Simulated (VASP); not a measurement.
Here is a VASP 6.6.1 calculation.

Contents of INCAR:

```
PREC = Accurate
ENCUT = 500
EDIFF = 1E-6
ISMEAR = 0
SIGMA = 0.01
LREAL = False
LASPH = True
NELM = 120
ALGO = Normal
ISIF = 2
LWAVE = False
LCHARG = False
GGA = PS
NBANDS = 11
GGA_COMPAT = False
```

Contents of KPOINTS:

```
regular mesh
0
Gamma
  10 10 10
```

The input POSCAR:

```
BP
1.0
    0.0000000000      2.2675000000      2.2675000000
    2.2675000000      0.0000000000      2.2675000000
    2.2675000000      2.2675000000      0.0000000000
B P
1 1
Direct
    0.0000000000      0.0000000000      0.0000000000
    0.2500000000      0.2500000000      0.2500000000
```

Potentials or basis: VASP PAW PBE potentials, release 64 (B, P).

Launch:

```bash
$ cat potpaw_PBE.64/B/POTCAR potpaw_PBE.64/P/POTCAR > POTCAR
$ mpirun -np 1 vasp_std > vasp.out
```

Problem. Estimate the band gap on the k mesh.

Solution. 1.13 eV, indirect (least direct gap 3.36 eV).

Problem. What does it give for the pressure?

Solution. -1.5 GPa.

Caveat: the PAW data sets were made with another functional, which shifts forces and pressure a little. A k mesh can miss the band edges.
